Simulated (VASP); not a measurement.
# As (C2/c) in VASP: single point with BLYP

Aim: the single point of As with BLYP.

All numbers are computed with VASP 6.6.1; they aren't measurements. Logs are shortened: lines on timing, memory, paths and dates and some standing lists are left out, and cuts for length are marked.

### 1 The cell of the first run

The typed cell holds 2 atoms: a = 8.703 Å, b = 8.703 Å, c = 3.670 Å, α = 90.00°, β = 90.00°, γ = 160.63°.

### 2 Single point, BLYP

Contents of INCAR:

```
PREC = Accurate
ENCUT = 520
EDIFF = 1E-6
ISMEAR = -1
SIGMA = 0.1
LREAL = F
LASPH = T
NELM = 60
ALGO = Normal
ISIF = 2
LWAVE = F
LCHARG = F
GGA = B5
ALDAX = 1.0
AGGAX = 1.0
AGGAC = 1.0
ALDAC = 0.0
ISYM = 0
NBANDS = 12
```

Contents of KPOINTS:

```
Automatic mesh
0
Gamma
  13 13 9
```

Contents of POSCAR:

```
As
1.0
   -5.8668002006      6.2651435011      1.4368676046
    6.2651435011     -5.8668002006      1.4368676046
    2.5467040396      2.5467040396     -0.7073011202
As
2
Direct
    0.9249950251      0.0750049749      0.0000000000
    0.8250049749      0.1749950251      0.5000000000
```

Potentials or basis: VASP PAW PBE potentials, release 64 (As).

Command:

```console
cat potpaw_PBE.64/As/POTCAR > POTCAR
mpirun -np 1 vasp_std > vasp.out
```

OUTCAR:

```text
PREC = Accurate
   ENCUT = 520
   EDIFF = 1E-6
   ISMEAR = -1
   LREAL = F
   LASPH = T
   NELM = 60
   ISIF = 2
   GGA = B5
   ISYM = 0

 ion  position               nearest neighbor table
   1  0.925  0.075  0.000-   2 2.51   2 2.51
   2  0.825  0.175  0.500-   1 2.51   1 2.51

IMPORTANT INFORMATION: All symmetrisations will be switched off!
NOSYMM: (Re-)initialisation of all symmetry stuff for point group C_1.

----------------------------------------------------------------------------------------

                                     Primitive cell

  volume of cell :      92.2064

  direct lattice vectors                    reciprocal lattice vectors
    -5.866800201  6.265143501  1.436867605     0.005317610  0.087744632  0.335079334
     6.265143501 -5.866800201  1.436867605     0.087744632  0.005317610  0.335079334
     2.546704040  2.546704040 -0.707301120     0.189054021  0.189054021 -0.052411511

  length of vectors
     8.702640760  8.702640760  3.670378428     0.346418183  0.346418183  0.272451486

  position of ions in fractional coordinates (direct lattice)
     0.924995025  0.075004975  0.000000000
     0.825004975  0.174995025  0.500000000

  ion indices of the primitive-cell ions
   primitive index   ion index
                 1           1
                 2           2

----------------------------------------------------------------------------------------

 KPOINTS: Automatic mesh

Automatic generation of k-mesh.
 Grid dimensions read from file:
 generate k-points for:   13   13    9

 Generating k-lattice:

  Cartesian coordinates                     Fractional coordinates (reciprocal lattice)
     0.000409047  0.006749587  0.025775333     0.076923077  0.000000000  0.000000000
     0.006749587  0.000409047  0.025775333     0.000000000  0.076923077  0.000000000
     0.021006002  0.021006002 -0.005823501    -0.000000000 -0.000000000  0.111111111

  Length of vectors
     0.026647553  0.026647553  0.030272387

  Shift w.r.t. Gamma in fractional coordinates (k-lattice)
     0.000000000  0.000000000  0.000000000

 Subroutine IBZKPT returns following result:
 ===========================================

 Found    761 irreducible k-points:

 Following reciprocal coordinates:
            Coordinates               Weight
  0.000000  0.000000  0.000000      1.000000
  0.076923 -0.000000  0.000000      2.000000
  0.000000 -0.076923  0.000000      2.000000
  0.153846  0.000000  0.000000      2.000000
  0.000000 -0.153846  0.000000      2.000000
  0.230769  0.000000  0.000000      2.000000
[... 16 lines left out ...]
  0.461538  0.076923 -0.000000      2.000000
 -0.076923 -0.461538  0.000000      2.000000
 [... further k-points ...]
   k-points           NKPTS =    761   k-points in BZ     NKDIM =    761   number of bands    NBANDS=     12
   number of dos      NEDOS =    301   number of ions     NIONS =      2
   total plane-waves  NPLWV = 137200
   dimension x,y,z NGX =    70 NGY =   70 NGZ =   28
   dimension x,y,z NGXF=   140 NGYF=  140 NGZF=   56
   ions per type =               2
   NGX,Y,Z   is equivalent  to a cutoff of  13.37, 13.37, 12.68 a.u.
   NGXF,Y,Z  is equivalent  to a cutoff of  26.74, 26.74, 25.36 a.u.
 SYSTEM =  unknown system
   PREC   = accura    normal or accurate (medium, high low for compatibility)
   ISTART =      0    job   : 0-new  1-cont  2-samecut
   ICHARG =      2    charge: 1-file 2-atom 10-const
   ISPIN  =      1    spin polarized calculation?
   LNONCOLLINEAR =      F non collinear calculations
   LSORBIT =      F    spin-orbit coupling
   LASPH  =      T    aspherical Exc in radial PAW
   ENCUT  =  520.0 eV  38.22 Ry    6.18 a.u.  16.18 16.18  6.82*2*pi/ulx,y,z
   NELM   =     60;   NELMIN=  2; NELMDL= -5     # of ELM steps
   EDIFF  = 0.1E-05   stopping-criterion for ELM
   LREAL  =      F    real-space projection
   EDIFFG = 0.1E-04   stopping-criterion for IOM
   NSW    =      0    number of steps for IOM
   IBRION =     -1    ionic relax: 0-MD 1-quasi-New 2-CG
   NFREE  =      0    steps in history (QN), initial steepest desc. (CG)
   ISIF   =      2    stress and relaxation
   ISYM   =      0    0-nonsym 1-usesym 2-fastsym
   POTIM  = 0.5000    time-step for ionic-motion
   TEBEG  =    0.0;   TEEND  =   0.0 temperature during run
   PSTRESS=    0.0 pullay stress
   NELECT =      10.0000    total number of electrons
   NUPDOWN=      -1.0000    fix difference up-down
   EMIN   =  10.00;   EMAX   =-10.00  energy-range for DOS
   EFERMI =   0.00;   METHOD = LEGACY
   ISMEAR =    -1;   SIGMA  =   0.10  broadening in eV -4-tet -1-fermi 0-gaus
   EFERMI_NEDOS =   21; number of points for ismear=-14 and -15
   IALGO  =     38    algorithm
   IMIX   =      4    mixing-type and parameters
     AMIX     =   0.40;   BMIX     =  1.00
     AMIX_MAG =   1.60;   BMIX_MAG =  1.00
  volume/ion in A,a.u.               =      46.10       311.12
  Fermi-wavevector in a.u.,A,eV,Ry     =   0.780706  1.475321  8.292785  0.609503
  Thomas-Fermi vector in A             =   1.884073
   LORBIT       =      0    0 simple, 1 ext, 2 COOP (PROOUT), +10 PAW based schemes
   GGA     = B5    functional components
   LHFCALC =     F    Hartree Fock is set to
   AEXX    =    0.0000 exact exchange contribution
   IVDW    =     0    specifies the selected vdW correction
   LEPSILON=     F    determine dielectric tensor
   LRPA    =     F    only Hartree local field effects (RPA)
 non-spin polarized calculation
  energy-cutoff  :      520.00
  volume of cell :       92.21
 maximum number of plane-waves:      2510
 NGX is ok and might be reduce to    70
   NGX = 33   NGY = 33   NGZ = 13

 number of electron      10.0000000 magnetization

 number of electron       9.9999998 magnetization

 Free energy of the ion-electron system (eV)
  ---------------------------------------------------
  ext. energy  EPLUGINS =         0.00000000
  ---------------------------------------------------
  free energy    TOTEN  =        -7.88488328 eV

  energy without entropy =       -7.86777768  energy(sigma->0) =       -7.87633048

 E-fermi :   0.2606     XC(G=0):  -5.5795

 val. band max:        0.1988998446   @ k =  -0.0769  -0.1538   0.4444
 cond. band min:       0.3055969266   @ k =  -0.1538  -0.1538   0.2222
 fundamental gap:      0.1066970820
 Fermi energy:         0.2605706830

 k-point     1 :       0.0000    0.0000    0.0000
  band No.  band energies     occupation
      1     -13.4178      2.00000
      2      -9.0060      2.00000
      3      -2.1748      2.00000
      4      -2.0948      2.00000
      5       0.7048      0.02327
      6       3.0261      0.00000
      7       3.0516      0.00000
      8       4.4146      0.00000
      9       5.8401      0.00000
     10       6.2549      0.00000
     11       8.5913      0.00000
     12       8.8396      0.00000

 k-point     2 :       0.0769   -0.0000    0.0000
  band No.  band energies     occupation
      1     -13.3372      2.00000
      2      -8.9205      2.00000
      3      -2.1062      2.00000
      4      -2.0194      2.00000
      5       0.7880      0.01019
      6       2.1591      0.00000
      7       3.0989      0.00000
      8       4.5051      0.00000
      9       5.4874      0.00000
     10       5.9527      0.00000
     11       8.8125      0.00000
     12       9.4806      0.00000

 k-point     3 :       0.0000   -0.0769    0.0000
  band No.  band energies     occupation
      1     -13.3372      2.00000
      2      -8.9205      2.00000
      3      -2.1062      2.00000
      4      -2.0194      2.00000
      5       0.7880      0.01019
      6       2.1591      0.00000
      7       3.0989      0.00000
      8       4.5051      0.00000
      9       5.4874      0.00000
     10       5.9527      0.00000
     11       8.8125      0.00000
     12       9.4806      0.00000

 k-point     4 :       0.1538    0.0000    0.0000
  band No.  band energies     occupation
      1     -13.1004      2.00000
      2      -8.6681      2.00000
      3      -1.9078      2.00000
      4      -1.8102      2.00000
      5       0.4462      0.27038
      6       1.0328      0.00089
      7       3.3102      0.00000
      8       3.8950      0.00000
      9       4.7716      0.00000
     10       6.2606      0.00000
     11       9.0805      0.00000
     12       9.7232      0.00000

 k-point     5 :       0.0000   -0.1538    0.0000
  band No.  band energies     occupation
      1     -13.1004      2.00000
      2      -8.6681      2.00000
      3      -1.9078      2.00000
      4      -1.8102      2.00000
      5       0.4462      0.27038
      6       1.0328      0.00089
      7       3.3102      0.00000
      8       3.8950      0.00000
      9       4.7716      0.00000
     10       6.2606      0.00000
     11       9.0805      0.00000
     12       9.7232      0.00000
[... 228 lines left out ...]
      1     -11.4450      2.00000
      2      -6.7744      2.00000
      3      -5.0036      2.00000
      4      -1.5553      2.00000
      5      -0.6852      1.99984
      6      -0.1625      1.97134
      7       2.8980      0.00000
      8       4.6536      0.00000
      9       6.4317      0.00000
     10       7.5168      0.00000
     11       8.3250      0.00000
     12       8.4898      0.00000

 k-point    22 :      -0.0769   -0.3846   -0.0000
  band No.  band energies     occupation
      1     -11.4450      2.00000
      2      -6.7744      2.00000
      3      -5.0036      2.00000
      4      -1.5553      2.00000
      5      -0.6852      1.99984
      6      -0.1625      1.97134
      7       2.8980      0.00000
      8       4.6536      0.00000
      9       6.4317      0.00000
     10       7.5168      0.00000
     11       8.3250      0.00000
     12       8.4898      0.00000

 k-point    23 :       0.4615    0.0769   -0.0000
  band No.  band energies     occupation
      1     -11.4449      2.00000
      2      -6.7746      2.00000
      3      -5.0036      2.00000
      4      -1.5551      2.00000
      5      -0.6852      1.99984
      6      -0.1586      1.97022
      7       2.8889      0.00000
      8       4.6535      0.00000
      9       6.5059      0.00000
     10       7.2915      0.00000
     11       8.3293      0.00000
     12       8.4898      0.00000

 k-point    24 :      -0.0769   -0.4615    0.0000
  band No.  band energies     occupation
      1     -11.4449      2.00000
      2      -6.7746      2.00000
      3      -5.0036      2.00000
      4      -1.5551      2.00000
      5      -0.6852      1.99984
      6      -0.1586      1.97022
      7       2.8889      0.00000
      8       4.6535      0.00000
      9       6.5059      0.00000
     10       7.2915      0.00000
     11       8.3293      0.00000
     12       8.4898      0.00000

 [... further k-points ...]
[... 5 lines left out ...]
  --------------------------------------------------------------------------------------
  -------------------------------------------------------------------------------------
  Total        0.1281800      0.1281798      0.0883613     -0.0243093     -0.0013186     -0.0013186
  in kB        2.2272539      2.2272507      1.5353639     -0.4223983     -0.0229119     -0.0229116
  external PRESSURE =       1.9966228 kB  Pullay stress =       0.0000000 kB

 VOLUME and BASIS-vectors are now :
 -----------------------------------------------------------------------------
  energy-cutoff  :      520.00
  volume of cell :       92.21
      direct lattice vectors                 reciprocal lattice vectors
    -5.866800201  6.265143501  1.436867605     0.005317610  0.087744632  0.335079334
     6.265143501 -5.866800201  1.436867605     0.087744632  0.005317610  0.335079334
     2.546704040  2.546704040 -0.707301120     0.189054021  0.189054021 -0.052411511

 POSITION                                       TOTAL-FORCE (eV/Angst)
 -----------------------------------------------------------------------------------
     -4.95684      5.35519      1.43687        -0.058450      0.058450      0.000000
     -2.47042      5.41547      1.08322         0.058450     -0.058450     -0.000000
 -----------------------------------------------------------------------------------
    total drift:                               -0.000010      0.000010      0.000000

  FREE ENERGIE OF THE ION-ELECTRON SYSTEM (eV)
  ---------------------------------------------------
  free  energy   TOTEN  =        -7.8848832805 eV

  energy  without entropy=       -7.8677776808  energy(sigma->0) =       -7.87633048
```

Wall time 30 min (1 thread of Intel Xeon 6975P-C, shared host); peak memory 0.92 GiB.

What came out:

* Free energy: -7.8849 eV
* Pressure: 0.2 GPa
* Largest force: 0.083 eV/Å
* Band gap on the k mesh: zero (band 5 reaches 1.93 eV, above the bottom of band 6 at -1.79 eV)

Forces on the atoms (eV/Å):
```
As  -0.058  0.058  0.000
As   0.058 -0.058  0.000
```

Caveat: the PAW data sets were made with another functional, which shifts forces and pressure a little.
